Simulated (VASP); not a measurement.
# Br (Cmce) in VASP: further runs, part 2 of 2

VASP 6.6.1. The steps go on from the part before.

## (4) Single point, r2SCAN (31.85 Å³/atom)

This run uses another cell than the first one, of 31.85 Å³/atom.

POSCAR

```
Br
1.0
    3.5080835270     -2.0987059753      0.0000000000
    3.5080835270      2.0987059753      0.0000000000
    0.0000000000      0.0000000000      8.6514536156
Br
4
Direct
    0.8608174960      0.1391825040      0.1157818232
    0.6391825040      0.3608174960      0.6157818232
    0.1391825040      0.8608174960      0.8842181768
    0.3608174960      0.6391825040      0.3842181768
```

INCAR.step1

```
SYSTEM = Br
ALGO     = Normal         ! electronic algorithm
EDIFF    = 1E-4           ! SCF threshold, eV
ENCUT    = 520            ! plane-wave cutoff, eV
GGA      = PE             ! functional
ISMEAR   = -1             ! smearing method
LASPH    = .True.         ! aspherical terms in the spheres
LCHARG   = .False.        ! write CHGCAR
LREAL    = .False.        ! projectors in reciprocal space
LWAVE    = .True.         ! write WAVECAR
NBANDS   = 22             ! bands
NELM     = 100            ! most SCF steps
PREC     = Accurate       ! precision mode
SIGMA    = 0.05           ! smearing width, eV
```

INCAR.step2

```
SYSTEM = Br
ALGO     = Normal         ! electronic algorithm
EDIFF    = 1E-6           ! SCF threshold, eV
ENCUT    = 520            ! plane-wave cutoff, eV
ISIF     = 2              ! what is computed and relaxed
ISMEAR   = -1             ! smearing method
ISTART   = 1            
LASPH    = .True.         ! aspherical terms in the spheres
LCHARG   = .False.        ! write CHGCAR
LMIXTAU  = .True.       
LREAL    = .False.        ! projectors in reciprocal space
LWAVE    = .False.        ! write WAVECAR
METAGGA  = R2SCAN         ! meta-GGA
NBANDS   = 22             ! bands
NELM     = 100            ! most SCF steps
PREC     = Accurate       ! precision mode
SIGMA    = 0.05           ! smearing width, eV
```

KPOINTS

```
k-points
0
Gamma
  8 8 4
  0 0 0
```

Launch:

```
$ cat potpaw_PBE.64/Br/POTCAR > POTCAR
$ cp INCAR.step1 INCAR
$ mpirun -np 1 vasp_std > vasp.out
$ cp INCAR.step2 INCAR
$ mpirun -np 1 vasp_std > vasp.out
```

It took 7.1 min on 1 thread of Intel Xeon Platinum 8259CL at 2.50GHz (Skylake/Cascade Lake), shared host; peak memory 0.32 GiB.

It converged, with:

```yaml
Free_energy: -53.0091 eV
Pressure: 1.3 GPa
Largest_force: 0.358 eV/Å
Band_gap_on_the_k_mesh: 1.79 eV
```

Forces on the atoms (eV/Å):
```
Br   0.000  0.211  0.289
Br   0.000 -0.211  0.289
Br   0.000 -0.211 -0.289
Br   0.000  0.211 -0.289
```

Stress tensor (GPa, compression positive):
```
0.18 0.00 0.00
0.00 1.20 0.00
0.00 0.00 2.57
```

Levels at points of the mesh, in eV from the valence-band top:
```tsv
k point	band 11	band 12	band 13	band 14	band 15	band 16	band 17	band 18
(0.00, 0.00, 0.00)	-1.30	-0.51	-0.38	0.00	1.79	2.84	6.44	7.03
(0.50, 0.00, 0.00)	-1.31	-1.31	-0.58	-0.58	2.83	2.83	7.34	7.34
(0.50, 0.50, 0.00)	-1.89	-1.46	-0.60	-0.26	1.80	2.63	7.46	8.09
(0.00, 0.00, 0.50)	-1.10	-1.10	-0.17	-0.17	2.19	2.19	7.01	7.01
(0.50, 0.00, 0.50)	-0.80	-0.80	-0.09	-0.09	2.26	2.26	7.71	7.71
(0.50, 0.50, 0.50)	-1.22	-1.22	-0.97	-0.97	2.11	2.11	8.47	8.47
```

Caveat: the PAW data sets were made with another functional, which shifts forces and pressure a little. A k mesh can miss the band edges.

## (5) Single point, r2SCAN

This run uses another cell than the first one, of 33.17 Å³/atom.

POSCAR

```
Br
1.0
    3.5561454381     -2.1274589452      0.0000000000
    3.5561454381      2.1274589452      0.0000000000
    0.0000000000      0.0000000000      8.7699814076
Br
4
Direct
    0.8608174960      0.1391825040      0.1157818232
    0.6391825040      0.3608174960      0.6157818232
    0.1391825040      0.8608174960      0.8842181768
    0.3608174960      0.6391825040      0.3842181768
```

INCAR.step1

```
SYSTEM = Br
  PREC = Accurate
  ENCUT = 520
  ISMEAR = -1
  SIGMA = 0.05
  LREAL = .False.
  LASPH = .True.
  NELM = 80
  NBANDS = 22
  GGA = PE
  ALGO = Normal
  EDIFF = 1E-4
  LWAVE = .True.
  LCHARG = .False.
```

INCAR.step2

```
SYSTEM = Br
  PREC = Accurate
  ENCUT = 520
  EDIFF = 1E-6
  ISMEAR = -1
  SIGMA = 0.05
  LREAL = .False.
  LASPH = .True.
  NELM = 80
  ALGO = Normal
  ISIF = 2
  LWAVE = .False.
  LCHARG = .False.
  METAGGA = R2SCAN
  LMIXTAU = .True.
  NBANDS = 22
  ISTART = 1
```

KPOINTS

```
regular mesh
0
Gamma
  8 8 4
  0 0 0
```

Launch:

```
$ cat potpaw_PBE.64/Br/POTCAR > POTCAR
$ cp INCAR.step1 INCAR
$ mpirun -np 1 vasp_std > vasp.out
$ cp INCAR.step2 INCAR
$ mpirun -np 1 vasp_std > vasp.out
```

It took 6.4 min on 1 thread of Intel Xeon Platinum 8259CL at 2.50GHz (Skylake/Cascade Lake), shared host; peak memory 0.35 GiB.

Results (log left out):

```
Free energy            : -53.0295 eV
Pressure               : -0.1 GPa
Band gap on the k mesh : 1.67 eV
```

Forces on the atoms (eV/Å):
```
Br   0.000  0.002  0.002
Br   0.000 -0.002  0.002
Br   0.000 -0.002 -0.002
Br   0.000  0.002 -0.002
```

Levels at points of the mesh, in eV from the valence-band top:
```
           k point  band 12  band 13  band 14  band 15  band 16  band 17
(0.00, 0.00, 0.00)    -0.47    -0.36     0.00     1.67     2.69     6.44
(0.50, 0.00, 0.00)    -1.22    -0.54    -0.54     2.65     2.65     7.46
(0.50, 0.50, 0.00)    -1.37    -0.56    -0.24     1.69     2.50     7.60
(0.00, 0.00, 0.50)    -1.03    -0.16    -0.16     2.07     2.07     7.02
(0.50, 0.00, 0.50)    -0.74    -0.10    -0.10     2.14     2.14     7.81
(0.50, 0.50, 0.50)    -1.14    -0.89    -0.89     2.01     2.01     8.53
```

Caveat: the PAW data sets were made with another functional, which shifts forces and pressure a little.

## (6) The runs side by side

| cell | gap on the mesh (eV) | pressure (GPa) | largest force (eV/Å) |
| --- | --- | --- | --- |
| a = 3.971, b = 3.971, c = 8.404 Å, angles 90.0, 90.0, 61.8°, 4 atoms | 2.06 | 5.2 | 1.26 |
| a = 4.030, b = 4.030, c = 8.530 Å, angles 90.0, 90.0, 61.8°, 4 atoms | 1.93 | 3.0 | 0.77 |
| a = 4.088, b = 4.088, c = 8.651 Å, angles 90.0, 90.0, 61.8°, 4 atoms | 1.79 | 1.3 | 0.36 |
| a = 4.144, b = 4.144, c = 8.770 Å, angles 90.0, 90.0, 61.8°, 4 atoms | 1.67 | -0.1 | - |

Alike in all rows: task single point; level r2SCAN; potentials or basis VASP PAW PBE potentials, release 64 (Br); no spin polarisation; k mesh 8 × 8 × 4; cutoff (eV) 520; smearing fermi-dirac 0.05 eV.

Caveats: the PAW data sets were made with another functional, which shifts forces and pressure a little; the stress differs along the axes, from 1 to 10 GPa (at least some runs); the stress differs along the axes, from 0 to 6 GPa (at least some runs).

Total energies depend on the potentials used, so only differences within one code and one set of settings carry meaning.
